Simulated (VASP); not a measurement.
Write the native input for VASP 6.6.1 that does the following.

```
Task                   : single point
Functional             : PBE
Potentials or basis    : VASP PAW PBE potentials, release 64 (Mg, O)
Cutoff                 : 520 eV
k mesh                 : 12 × 12 × 1
Occupations            : gaussian, width 0.02 eV
Spin                   : no spin polarisation
Dipole correction      : no
Further INCAR settings : LREAL = Auto; ALGO = Normal; EDIFF = 1e-06; NBANDS = 46
```

The structure of MgO lies in POSCAR:

```
MgO
1.0
    3.2802854975      0.0000000000      0.0000000000
   -1.6401427488      2.8408105725      0.0000000000
    0.0000000000      0.0000000000     21.0217506425
Mg O
8 8
Direct
    0.0000000000      0.0000000000     -0.0009031868
    0.3333333333      0.6666666667      0.1234445997
    0.6666666667      0.3333333333      0.2491189034
    0.3333333333      0.6666666667      0.3734546376
    0.0000000000      0.0000000000      0.4994891427
    0.6666666667      0.3333333333      0.6251260333
    0.0000000000      0.0000000000      0.7494697506
    0.3333333333      0.6666666667      0.8751439316
    0.0000000000      0.0000000000      0.0938369561
    0.3333333333      0.6666666667      0.2190433851
    0.6666666667      0.3333333333      0.3438539622
    0.3333333333      0.6666666667      0.4690662789
    0.0000000000      0.0000000000      0.5950687013
    0.6666666667      0.3333333333      0.7198622701
    0.0000000000      0.0000000000      0.8450697895
    0.3333333333      0.6666666667      0.9698548447
```

The input as run:

INCAR

```
SYSTEM = MgO
PREC = Accurate
ENCUT = 520
EDIFF = 1E-6
ISMEAR = 0
SIGMA = 0.02
LREAL = Auto
LASPH = .TRUE.
NELM = 100
ALGO = Normal
ISIF = 2
LWAVE = .FALSE.
LCHARG = .FALSE.
GGA = PE
NBANDS = 46
```

KPOINTS

```
regular mesh
0
G
  12 12 1
  0 0 0
```

Potentials or basis: VASP PAW PBE potentials, release 64 (Mg, O).

Launch:

```console
$ cat potpaw_PBE.64/Mg/POTCAR potpaw_PBE.64/O/POTCAR > POTCAR
$ mpirun -np 1 vasp_std > vasp.out
```

Results of the run:

```json
{"Pressure": "-0.4 GPa", "Largest force": "0.006 eV/Å", "Band gap on the k mesh": "3.43 eV"}
```

Caveat: an odd mesh through Γ misses points on the zone boundary, where band edges can lie.

Wall time 79 s on 1 thread of Intel(R) Xeon(R) 6975P-C (Granite Rapids), on a shared host, peak memory 0.34 GiB.
